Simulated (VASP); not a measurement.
# PbS (R3m) in VASP: further runs, part 2 of 2

VASP 6.6.1.

## (3) Single point, PBE+D3(BJ) (23.77 Å³/atom)

This run uses another cell than the first one, of 23.77 Å³/atom.

The input, INCAR:

```
SYSTEM = PbS
PREC = Accurate
ENCUT = 520
EDIFF = 1E-6
ISMEAR = 0
SIGMA = 0.02
LREAL = .FALSE.
LASPH = .TRUE.
NELM = 100
ALGO = Normal
ISIF = 2
LWAVE = .FALSE.
LCHARG = .FALSE.
GGA = PE
IVDW = 12
NBANDS = 17
```

The input, KPOINTS:

```
Automatic mesh
0
G
  12 12 12
  0 0 0
```

The input, POSCAR:

```
PbS
1.0
    2.0326506952      1.1735514260      3.3218966950
   -2.0326506952      1.1735514260      3.3218966950
    0.0000000000     -2.3471028521      3.3218966950
Pb S
1 1
Direct
    0.9779892341      0.9779892341      0.9779892341
    0.4776120959      0.4776120959      0.4776120959
```

Potentials or basis: VASP PAW PBE potentials, release 64 (Pb_d, S).

Run with:

```sh
$ cat potpaw_PBE.64/Pb_d/POTCAR potpaw_PBE.64/S/POTCAR > POTCAR
$ mpirun -np 1 vasp_std > vasp.out
```

OUTCAR:

```text
SYSTEM = PbS
   PREC = Accurate
   ENCUT = 520
   EDIFF = 1E-6
   ISMEAR = 0
   LREAL = .FALSE.
   LASPH = .TRUE.
   NELM = 100
   ISIF = 2
   GGA = PE
   IVDW = 12
 IVDW          = 12

 ion  position               nearest neighbor table
   1  0.978  0.978  0.978-   2 2.87   2 2.87   2 2.87   2 2.88   2 2.88   2 2.88
   2  0.478  0.478  0.478-   1 2.87   1 2.87   1 2.87   1 2.88   1 2.88   1 2.88

  LATTYP: Found a trigonal (rhomboedric) cell.
 ALAT       =     4.0674180324
 COS(alpha) =     0.5005202542

  Lattice vectors:

[... 668 lines left out ...]

 Edisp (eV)   -0.76299

 E8    (eV) :    -0.3428

  FORCE on cell =-STRESS in cart. coord.  units (eV):
  Direction    XX          YY          ZZ          XY          YZ          ZX
  --------------------------------------------------------------------------------------
  -------------------------------------------------------------------------------------
  Total       1.92535     1.92535     1.91908    -0.00000    -0.00000     0.00000
  in kB      64.88106    64.88106    64.66988    -0.00000    -0.00000     0.00000
  external pressure =       64.81 kB  Pullay stress =        0.00 kB

 VOLUME and BASIS-vectors are now :
 -----------------------------------------------------------------------------
  energy-cutoff  :      520.00
  volume of cell :       47.54
      direct lattice vectors                 reciprocal lattice vectors
     2.032650695  1.173551426  3.321896695     0.245984222  0.142019057  0.100344280
    -2.032650695  1.173551426  3.321896695    -0.245984222  0.142019057  0.100344280
     0.000000000 -2.347102852  3.321896695     0.000000000 -0.284038114  0.100344280

 POSITION                                       TOTAL-FORCE (eV/Angst)
 -----------------------------------------------------------------------------------
      0.00000     -0.00000      9.74634         0.000000      0.000000     -0.004671
      0.00000     -0.00000      4.75973         0.000000     -0.000000      0.004671
 -----------------------------------------------------------------------------------
    total drift:                               -0.000000     -0.000000      0.000016

  FREE ENERGIE OF THE ION-ELECTRON SYSTEM (eV)
  ---------------------------------------------------
  free  energy   TOTEN  =        -9.3605457575 eV

  energy  without entropy=       -9.3605161553  energy(sigma->0) =       -9.36053096
```

OSZICAR:

```text
N       E                     dE             d eps       ncg     rms          rms(c)
DAV:   1     0.154071194436E+03    0.15407E+03   -0.94990E+03  6442   0.132E+03
DAV:   2     0.276778130710E+01   -0.15130E+03   -0.14554E+03  6821   0.318E+02
DAV:   3    -0.872556777732E+01   -0.11493E+02   -0.11347E+02  8375   0.910E+01
DAV:   4    -0.900271243865E+01   -0.27714E+00   -0.27683E+00  8314   0.151E+01
DAV:   5    -0.901217482261E+01   -0.94624E-02   -0.94613E-02  9449   0.278E+00    0.557E+00
DAV:   6    -0.859704015944E+01    0.41513E+00   -0.10825E+00 10111   0.796E+00    0.388E+00
DAV:   7    -0.859481878806E+01    0.22214E-02   -0.14429E-01  8093   0.200E+00    0.202E+00
DAV:   8    -0.859766077826E+01   -0.28420E-02   -0.14381E-02  7908   0.136E+00    0.102E-01
DAV:   9    -0.859743494028E+01    0.22584E-03   -0.21605E-03 10302   0.453E-01    0.962E-02
DAV:  10    -0.859754296525E+01   -0.10802E-03   -0.28449E-04  7551   0.136E-01    0.443E-02
DAV:  11    -0.859755548271E+01   -0.12517E-04   -0.70132E-05  9229   0.963E-02    0.288E-02
DAV:  12    -0.859755615580E+01   -0.67309E-06   -0.45756E-06  8098   0.170E-02
   1 F= -.93605458E+01 E0= -.93605310E+01  d E =-.296022E-04
```

Wall time 3.4 min (1 thread of Intel Xeon 8259CL, shared host); peak memory 0.26 GiB.

What came out:

```yaml
Free_energy: -9.3605 eV
Pressure: 6.5 GPa
Largest_force: 0.005 eV/Å
Band_gap_on_the_k_mesh: 0.03 eV
Dispersion_energy_per_atom: -0.381 eV
```

Forces in eV/Å, atoms in the order of the input:
```
Pb   0.000  0.000 -0.005
S    0.000  0.000  0.005
```

Levels at points of the mesh, in eV from the valence-band top:
| k point | band 7 | band 8 | band 9 | band 10 | band 11 | band 12 | band 13 | band 14 |
| --- | --- | --- | --- | --- | --- | --- | --- | --- |
| (0.00, 0.00, 0.00) | -5.96 | -2.77 | -2.77 | -2.77 | 5.38 | 5.38 | 5.38 | 6.36 |
| (0.50, 0.00, 0.00) | -9.56 | -2.29 | -2.29 | 0.00 | 0.03 | 1.62 | 1.62 | 8.66 |
| (0.50, 0.50, 0.00) | -7.47 | -6.15 | -4.19 | -4.19 | 3.32 | 5.79 | 5.94 | 5.94 |
| (0.50, 0.50, 0.50) | -9.56 | -2.29 | -2.29 | 0.00 | 0.03 | 1.63 | 1.63 | 8.66 |

Caveat: the cell stands under pressure; spin-orbit coupling is left out, which moves the levels of the heavy elements.

## (4) Single point, PBE+D3(BJ) (24.56 Å³/atom)

This run uses another cell than the first one, of 24.56 Å³/atom.

The input, INCAR:

```
PREC     = Accurate       # precision mode
ENCUT    = 520            # plane-wave cutoff, eV
EDIFF    = 1E-7           # SCF threshold, eV
ISMEAR   = 0              # smearing method
SIGMA    = 0.02           # smearing width, eV
LREAL    = False          # projectors in reciprocal space
LASPH    = True           # aspherical terms in the spheres
NELM     = 100            # most SCF steps
ALGO     = Normal         # electronic algorithm
ISIF     = 2              # what is computed and relaxed
LWAVE    = False          # write WAVECAR
LCHARG   = False          # write CHGCAR
GGA      = PE             # functional
IVDW     = 12             # dispersion correction
NBANDS   = 17             # bands
```

The input, KPOINTS:

```
regular mesh
0
Gamma
  12 12 12
```

The input, POSCAR:

```
PbS
1.0
    2.0547464556      1.1863084192      3.3580070968
   -2.0547464556      1.1863084192      3.3580070968
    0.0000000000     -2.3726168385      3.3580070968
Pb S
1 1
Direct
    0.9779892341      0.9779892341      0.9779892341
    0.4776120959      0.4776120959      0.4776120959
```

Run with:

```sh
$ cat potpaw_PBE.64/Pb_d/POTCAR potpaw_PBE.64/S/POTCAR > POTCAR
$ mpirun -np 1 vasp_std > vasp.out
```

Run time: 4.7 min. Hardware: 1 thread of Intel Xeon 8259CL, shared host; peak memory 0.27 GiB.

It converged, with:

* Free energy: -9.4123 eV
* Pressure: 4.0 GPa
* Largest force: 0.004 eV/Å
* Band gap on the k mesh: 0.12 eV
* Dispersion energy per atom: -0.369 eV

Forces on the atoms (eV/Å):
```
Pb   0.000  0.000 -0.004
S    0.000  0.000  0.004
```

Levels at points of the mesh, in eV from the valence-band top:
```
           k point  band 6  band 7  band 8  band 9  band 10  band 11  band 12  band 13  band 14  band 15
(0.00, 0.00, 0.00)  -14.25   -6.00   -2.57   -2.57    -2.57     5.31     5.31     5.31     6.48     6.49
(0.50, 0.00, 0.00)  -12.85   -9.31   -2.13   -2.12     0.00     0.12     1.73     1.73     8.65     9.92
(0.50, 0.50, 0.00)  -12.30   -7.38   -5.82   -3.94    -3.93     3.50     5.70     5.83     5.84    11.14
(0.50, 0.50, 0.50)  -12.85   -9.32   -2.12   -2.12     0.00     0.12     1.74     1.74     8.65     9.92
```

Caveat: the cell stands under pressure; spin-orbit coupling is left out, which moves the levels of the heavy elements.

## (5) Single point, PBE+D3(BJ) (25.34 Å³/atom)

This run uses another cell than the first one, of 25.34 Å³/atom.

The input, INCAR:

```
SYSTEM = PbS
PREC = Accurate
ENCUT = 520
EDIFF = 1E-6
ISMEAR = 0
SIGMA = 0.02
LREAL = .FALSE.
LASPH = .TRUE.
NELM = 100
ALGO = Normal
ISIF = 2
LWAVE = .FALSE.
LCHARG = .TRUE.
GGA = PE
IVDW = 12
LELF = .TRUE.
LVHAR = .TRUE.
NBANDS = 17
```

The input, KPOINTS:

```
Automatic mesh
0
G
  12 12 12
  0 0 0
```

The input, POSCAR:

```
PbS
1.0
    2.0763769552      1.1987967940      3.3933571377
   -2.0763769552      1.1987967940      3.3933571377
    0.0000000000     -2.3975935881      3.3933571377
Pb S
1 1
Direct
    0.9779892341      0.9779892341      0.9779892341
    0.4776120959      0.4776120959      0.4776120959
```

Run with:

```sh
$ cat potpaw_PBE.64/Pb_d/POTCAR potpaw_PBE.64/S/POTCAR > POTCAR
$ mpirun -np 1 vasp_std > vasp.out
```

Wall time 3.8 min (1 thread of Intel Xeon 8259CL, shared host); peak memory 0.27 GiB.

It converged, with:

```
Free energy                : -9.4410 eV
Pressure                   : 1.8 GPa
Largest force              : 0.003 eV/Å
Band gap on the k mesh     : 0.25 eV
Dispersion energy per atom : -0.358 eV
```

Forces on the atoms (eV/Å):
```
Pb   0.000  0.000 -0.003
S    0.000  0.000  0.003
```

Levels at points of the mesh, in eV from the valence-band top:
```
           k point  band 8  band 9  band 10  band 11  band 12  band 13
(0.00, 0.00, 0.00)   -2.36   -2.36    -2.36     5.26     5.26     5.26
(0.50, 0.00, 0.00)   -1.95   -1.94     0.00     0.25     1.85     1.86
(0.50, 0.50, 0.00)   -5.49   -3.68    -3.67     3.69     5.64     5.76
(0.50, 0.50, 0.50)   -1.94   -1.94     0.00     0.25     1.86     1.86
```

Caveat: spin-orbit coupling is left out, which moves the levels of the heavy elements. A k mesh can miss the band edges.

## (6) The runs side by side

| cell | gap on the mesh (eV) | pressure (GPa) |
| --- | --- | --- |
| a = 4.022 Å, angles 60.0°, 2 atoms | 0.19 | 9.5 |
| a = 4.067 Å, angles 60.0°, 2 atoms | 0.03 | 6.5 |
| a = 4.112 Å, angles 60.0°, 2 atoms | 0.12 | 4.0 |
| a = 4.155 Å, angles 60.0°, 2 atoms | 0.25 | 1.8 |

Alike in all rows: task single point; level PBE+D3(BJ); potentials or basis VASP PAW PBE potentials, release 64 (Pb_d, S); no spin polarisation; k mesh 12 × 12 × 12; cutoff (eV) 520; smearing gaussian 0.02 eV.

Caveats: spin-orbit coupling is left out, which moves the levels of the heavy elements; the cell stands under pressure (at least some runs).

Total energies depend on the potentials used, so only differences within one code and one set of settings carry meaning.
